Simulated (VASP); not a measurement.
# B (P6_3/mmc) in VASP: a series of runs

The runs below take B through single point, with PBE.

All numbers are computed with VASP 6.6.1; they aren't measurements. Logs are shortened: lines on timing, memory, paths and dates and some standing lists are left out, and cuts for length are marked.

### 1 The cell of the first run

Symmetry: P6_3/mmc, No. 194, hexagonal system. Conventional cell: a = 2.348 Å, b = 2.348 Å, c = 2.629 Å, α = 90.00°, β = 90.00°, γ = 120.00°. B (site symmetry -6m2) has 5 B at 1.31 to 1.36 Å within 1.8 Å. Within 1.8 Å of B (site symmetry -6m2) lie 3 B at 1.36 Å.

### 2 Single point, PBE (volume scaled by 0.4)

Contents of INCAR:

```
  PREC = Accurate
  ENCUT = 520
  EDIFF = 1E-6
  ISMEAR = -1
  SIGMA = 0.05
  LREAL = False
  LASPH = True
  NELM = 60
  ALGO = Normal
  ISIF = 2
  LWAVE = False
  LCHARG = False
  GGA = PE
  NBANDS = 14
```

Contents of KPOINTS:

```
regular mesh
0
Gamma
  15 15 5
```

Contents of POSCAR:

```
B
1.0
    2.3478621458      0.0000000000      0.0000000000
   -1.1739310729      2.0333082628      0.0000000000
    0.0000000000      0.0000000000      2.6293460618
B
4
Direct
    0.0000000000      0.0000000000      0.2500000000
    0.0000000000      0.0000000000      0.7500000000
    0.3333333333      0.6666666667      0.2500000000
    0.6666666667      0.3333333333      0.7500000000
```

Potentials or basis: VASP PAW PBE potentials, release 64 (B).

Command:

```console
$ cat potpaw_PBE.64/B/POTCAR > POTCAR
$ mpirun -np 1 vasp_std > vasp.out
```

OUTCAR:

```text
PREC = Accurate
   ENCUT = 520
   EDIFF = 1E-6
   ISMEAR = -1
   LREAL = False
   LASPH = True
   NELM = 60
   ISIF = 2
   GGA = PE

 ion  position               nearest neighbor table
   1  0.000  0.000  0.250-   2 1.31   2 1.31   3 1.36   3 1.36   3 1.36   4 1.89   4 1.89   4 1.89
                             4 1.89   4 1.89   4 1.89
   2  0.000  0.000  0.750-   1 1.31   1 1.31   4 1.36   4 1.36   4 1.36   3 1.89   3 1.89   3 1.89
                             3 1.89   3 1.89   3 1.89
   3  0.333  0.667  0.250-   1 1.36   1 1.36   1 1.36   4 1.89   4 1.89   2 1.89   2 1.89   4 1.89
                             4 1.89   2 1.89   2 1.89   2 1.89   2 1.89   4 1.89   4 1.89
   4  0.667  0.333  0.750-   2 1.36   2 1.36   2 1.36   3 1.89   3 1.89   1 1.89   3 1.89   1 1.89
                             3 1.89   1 1.89   1 1.89   1 1.89   1 1.89   3 1.89   3 1.89

  LATTYP: Found a hexagonal cell.
 ALAT       =     2.3478621458
 C/A-ratio  =     1.1198894562

  Lattice vectors:

 A1 = (   2.3478621458,   0.0000000000,   0.0000000000)
 A2 = (  -1.1739310729,   2.0333082628,   0.0000000000)
 A3 = (   0.0000000000,   0.0000000000,   2.6293460618)

Analysis of symmetry for initial positions (statically):
=====================================================================
 Subroutine PRICEL returns:
 Original cell was already a primitive cell.

 Routine SETGRP: Setting up the symmetry group for a
 hexagonal supercell.

 Subroutine GETGRP returns: Found 24 space group operations
 (whereof 12 operations were pure point group operations)
 out of a pool of 24 trial point group operations.

The static configuration has the point symmetry D_3d.
 The point group associated with its full space group is D_6h.

Analysis of symmetry for dynamics (positions and initial velocities):
=====================================================================
 Subroutine PRICEL returns:
 Original cell was already a primitive cell.

 Routine SETGRP: Setting up the symmetry group for a
 hexagonal supercell.

 Subroutine GETGRP returns: Found 24 space group operations
 (whereof 12 operations were pure point group operations)
 out of a pool of 24 trial point group operations.

The dynamic configuration has the point symmetry D_3d.
 The point group associated with its full space group is D_6h.

 Subroutine INISYM returns: Found 24 space group operations
 (whereof 12 operations are pure point group operations),
 and found     1 'primitive' translations

----------------------------------------------------------------------------------------

                                     Primitive cell

  volume of cell :      12.5523

[... 103 lines left out ...]
   NELECT =      12.0000    total number of electrons
   NUPDOWN=      -1.0000    fix difference up-down
   EMIN   =  10.00;   EMAX   =-10.00  energy-range for DOS
   EFERMI =   0.00;   METHOD = LEGACY
   ISMEAR =    -1;   SIGMA  =   0.05  broadening in eV -4-tet -1-fermi 0-gaus
   EFERMI_NEDOS =   21; number of points for ismear=-14 and -15
   IALGO  =     38    algorithm
   IMIX   =      4    mixing-type and parameters
     AMIX     =   0.40;   BMIX     =  1.00
     AMIX_MAG =   1.60;   BMIX_MAG =  1.00
  volume/ion in A,a.u.               =       3.14        21.18
  Fermi-wavevector in a.u.,A,eV,Ry     =   1.612727  3.047611 35.387213  2.600887
  Thomas-Fermi vector in A             =   2.707910
   LORBIT       =      0    0 simple, 1 ext, 2 COOP (PROOUT), +10 PAW based schemes
   GGA     = PE    functional components
   LHFCALC =     F    Hartree Fock is set to
   AEXX    =    0.0000 exact exchange contribution
   IVDW    =     0    specifies the selected vdW correction
   LEPSILON=     F    determine dielectric tensor
   LRPA    =     F    only Hartree local field effects (RPA)
 non-spin polarized calculation
  energy-cutoff  :      520.00
  volume of cell :       12.55
 maximum number of plane-waves:       349
 NGX is ok and might be reduce to    18

 number of electron      12.0000000 magnetization

 Free energy of the ion-electron system (eV)
  ---------------------------------------------------
  ext. energy  EPLUGINS =         0.00000000
  ---------------------------------------------------
  free energy    TOTEN  =        -2.85087917 eV

  energy without entropy =       -2.84757815  energy(sigma->0) =       -2.84922866

 E-fermi :  18.9921     XC(G=0): -15.7394

 val. band max:       18.9651847263   @ k =   0.1333   0.0667   0.2000
 cond. band min:      19.0480973442   @ k =   0.3333   0.2667   0.0000
 fundamental gap:      0.0829126179
 Fermi energy:        18.9920711589

 k-point     1 :       0.0000    0.0000    0.0000
  band No.  band energies     occupation
      1      -7.6797      2.00000
      2       2.4150      2.00000
      3      12.3930      2.00000
      4      12.3930      2.00000
      5      15.6619      2.00000
      6      16.8217      2.00000
      7      16.8217      2.00000
      8      27.4209      0.00000
      9      30.2550      0.00000
     10      30.2550      0.00000
     11      32.8950      0.00000
     12      33.4004      0.00000
     13      33.7729      0.00000
     14      34.8298      0.00000
[... 377 lines left out ...]
      1      -1.3624      2.00000
      2      -0.6457      2.00000
      3       3.3097      2.00000
      4       8.6917      2.00000
      5      15.6043      2.00000
      6      18.0986      2.00000
      7      19.4127      0.00044
      8      20.9029      0.00000
      9      20.9544      0.00000
     10      25.5939      0.00000
     11      35.3162      0.00000
     12      36.4354      0.00000
     13      43.1418      0.00000
     14      49.1687      0.00000

 [... further k-points ...]
[... 5 lines left out ...]
  --------------------------------------------------------------------------------------
  -------------------------------------------------------------------------------------
  Total       54.4890594     54.4890594     54.4244280      0.0000000     -0.0000000      0.0000000
  in kB     6954.9870311   6954.9870308   6946.7374791      0.0000000     -0.0000000      0.0000000
  external PRESSURE =    6952.2371803 kB  Pullay stress =       0.0000000 kB

 VOLUME and BASIS-vectors are now :
 -----------------------------------------------------------------------------
  energy-cutoff  :      520.00
  volume of cell :       12.55
      direct lattice vectors                 reciprocal lattice vectors
     2.347862146  0.000000000  0.000000000     0.425919384  0.245904671  0.000000000
    -1.173931073  2.033308263  0.000000000     0.000000000  0.491809343  0.000000000
     0.000000000  0.000000000  2.629346062     0.000000000  0.000000000  0.380322702

 POSITION                                       TOTAL-FORCE (eV/Angst)
 -----------------------------------------------------------------------------------
      0.00000      0.00000      0.65734        -0.000000      0.000000     -0.000000
      0.00000      0.00000      1.97201         0.000000      0.000000     -0.000000
     -0.00000      1.35554      0.65734         0.000000      0.000000     -0.000000
      1.17393      0.67777      1.97201        -0.000000      0.000000      0.000000
 -----------------------------------------------------------------------------------
    total drift:                               -0.000000      0.000000      0.000000

  FREE ENERGIE OF THE ION-ELECTRON SYSTEM (eV)
  ---------------------------------------------------
  free  energy   TOTEN  =        -2.8508791716 eV

  energy  without entropy=       -2.8475781547  energy(sigma->0) =       -2.84922866
```

It took 8.4 s on 1 thread of AMD EPYC 9R45 (Zen 5), shared host; peak memory 0.09 GiB.

The run converged, but its numbers aren't listed here, since they failed a check.

Caveat: the k points lie up to 0.48 Å⁻¹ apart; the cell differs from its parent crystal (volume scaled by 0.4).

### 3 Single point, PBE

This run uses another cell than the first one, of 4.31 Å³/atom, 1.375 times its volume.

Contents of INCAR:

```
PREC = Accurate ; ENCUT = 520
EDIFF = 1E-7 ; ISMEAR = -1
SIGMA = 0.05 ; LREAL = F
LASPH = T ; NELM = 60
ALGO = Normal ; ISIF = 2
LWAVE = F ; LCHARG = T
GGA = PE ; LELF = T
LVHAR = T ; NBANDS = 14
```

Contents of KPOINTS:

```
Automatic mesh
0
Gamma
  15 15 5
```

Contents of POSCAR:

```
B
1.0
    2.5738935176      0.0000000000      0.0000000000
   -1.2869467588      2.2290571729      0.0000000000
    0.0000000000      0.0000000000      3.0082538638
B
4
Direct
    0.0000000000      0.0000000000      0.2500000000
    0.0000000000      0.0000000000      0.7500000000
    0.3333333333      0.6666666667      0.2500000000
    0.6666666667      0.3333333333      0.7500000000
```

Potentials or basis: VASP PAW PBE potentials, release 64 (B).

Command:

```console
$ cat potpaw_PBE.64/B/POTCAR > POTCAR
$ mpirun -np 1 vasp_std > vasp.out
```

Run time: 12 s. Hardware: 1 thread of AMD EPYC 9R45 (Zen 5), shared host; peak memory 0.1 GiB.

The run converged. Its results:

| Item | Value |
| --- | --- |
| Free energy | -15.8162 eV |
| Pressure | 264.3 GPa |
| Band gap on the k mesh | zero (band 6 reaches 14.42 eV, above the bottom of band 7 at 12.59 eV) |

Stress tensor (GPa, compression positive):
```
264.62   0.00   0.00
  0.00 264.62   0.00
  0.00   0.00 263.65
```

Levels at points of the mesh, in eV from the Fermi level:
| k point | band 4 | band 5 | band 6 | band 7 | band 8 | band 9 |
| --- | --- | --- | --- | --- | --- | --- |
| (0.00, 0.00, 0.00) | -4.04 | -4.04 | -0.57 | -0.57 | 7.69 | 9.50 |

Caveat: the k points lie up to 0.42 Å⁻¹ apart.

### 4 Single point, PBE

Contents of INCAR:

```
SYSTEM = B
PREC = Accurate
ENCUT = 520
EDIFF = 1E-7
ISMEAR = -1
SIGMA = 0.05
LREAL = .FALSE.
LASPH = .TRUE.
NELM = 80
ALGO = Normal
ISIF = 2
LWAVE = .FALSE.
LCHARG = .FALSE.
GGA = PE
NBANDS = 14
```

Contents of KPOINTS:

```
regular mesh
0
G
  15 15 5
  0 0 0
```

POSCAR is that of step 3.

Command:

```console
$ cat potpaw_PBE.64/B/POTCAR > POTCAR
$ mpirun -np 1 vasp_std > vasp.out
```

Wall time 12 s (1 thread of AMD EPYC 9R45 (Zen 5), shared host); peak memory 0.1 GiB.

It converged, with:

```yaml
Free_energy: -15.8162 eV
Pressure: 264.3 GPa
Band_gap_on_the_k_mesh: zero (band 6 reaches 14.42 eV, above the bottom of band 7 at 12.59 eV)
```

Stress tensor (GPa, compression positive):
```
264.62   0.00   0.00
  0.00 264.62   0.00
  0.00   0.00 263.65
```

Levels at points of the mesh, in eV from the Fermi level:
```
           k point  band 2  band 3  band 4  band 5  band 6  band 7  band 8  band 9  band 10  band 11
(0.00, 0.00, 0.00)  -12.70   -4.59   -4.04   -4.04   -0.57   -0.57    7.69    9.50     9.50    10.65
```

Caveat: the k points lie up to 0.42 Å⁻¹ apart.

### 5 Single point, PBE

This run uses another cell than the first one, of 5.10 Å³/atom, 1.625 times its volume.

Contents of INCAR:

```
SYSTEM = B
PREC = Accurate ; ENCUT = 520
EDIFF = 1E-6 ; ISMEAR = -1
SIGMA = 0.05 ; LREAL = .False.
LASPH = .True. ; NELM = 80
ALGO = Normal ; ISIF = 2
LWAVE = .False. ; LCHARG = .False.
GGA = PE ; NBANDS = 14
```

Contents of KPOINTS:

```
regular mesh
0
Gamma
  15 15 5
  0 0 0
```

Contents of POSCAR:

```
B
1.0
    2.6894023450      0.0000000000      0.0000000000
   -1.3447011725      2.3290907518      0.0000000000
    0.0000000000      0.0000000000      3.2563774910
B
4
Direct
    0.0000000000      0.0000000000      0.2500000000
    0.0000000000      0.0000000000      0.7500000000
    0.3333333333      0.6666666667      0.2500000000
    0.6666666667      0.3333333333      0.7500000000
```

Command:

```console
$ cat potpaw_PBE.64/B/POTCAR > POTCAR
$ mpirun -np 1 vasp_std > vasp.out
```

It took 12 s on 1 thread of AMD EPYC 9R45 (Zen 5), shared host; peak memory 0.1 GiB.

It converged, with:

```yaml
Free_energy: -19.7153 eV
Pressure: 144.1 GPa
Band_gap_on_the_k_mesh: zero (band 6 reaches 11.77 eV, above the bottom of band 7 at 9.20 eV)
```

Stress tensor (GPa, compression positive):
```
144.15   0.00   0.00
  0.00 144.15   0.00
  0.00   0.00 143.98
```

Levels at points of the mesh, in eV from the Fermi level:
```csv
k point,band 3,band 4,band 5,band 6,band 7,band 8,band 9,band 10
"(0.00, 0.00, 0.00)",-5.22,-2.71,-2.71,0.25,0.25,7.70,8.92,8.92
```

Caveat: the k points lie up to 0.39 Å⁻¹ apart.

### 6 Single point, PBE

Contents of INCAR:

```
PREC = Accurate ; ENCUT = 520
EDIFF = 1E-6 ; ISMEAR = -1
SIGMA = 0.05 ; LREAL = F
LASPH = T ; NELM = 100
ALGO = Normal ; ISIF = 2
LWAVE = F ; LCHARG = F
GGA = PE ; NBANDS = 14
```

Contents of KPOINTS:

```
regular mesh
0
Gamma
  15 15 5
```

POSCAR is that of step 5.

Potentials or basis: VASP PAW PBE potentials, release 64 (B).

Command:

```console
$ cat potpaw_PBE.64/B/POTCAR > POTCAR
$ mpirun -np 1 vasp_std > vasp.out
```

Wall time 12 s (1 thread of AMD EPYC 9R45 (Zen 5), shared host); peak memory 0.1 GiB.

It converged, with:

- Free energy: -19.7153 eV
- Pressure: 144.1 GPa
- Band gap on the k mesh: zero (band 6 reaches 11.77 eV, above the bottom of band 7 at 9.20 eV)

Stress tensor (GPa, compression positive):
```
144.15   0.00   0.00
  0.00 144.15   0.00
  0.00   0.00 143.98
```

Levels at points of the mesh, in eV from the Fermi level:
```
           k point  band 3  band 4  band 5  band 6  band 7  band 8  band 9  band 10
(0.00, 0.00, 0.00)   -5.22   -2.71   -2.71    0.25    0.25    7.70    8.92     8.92
```

Caveat: the k points lie up to 0.39 Å⁻¹ apart.
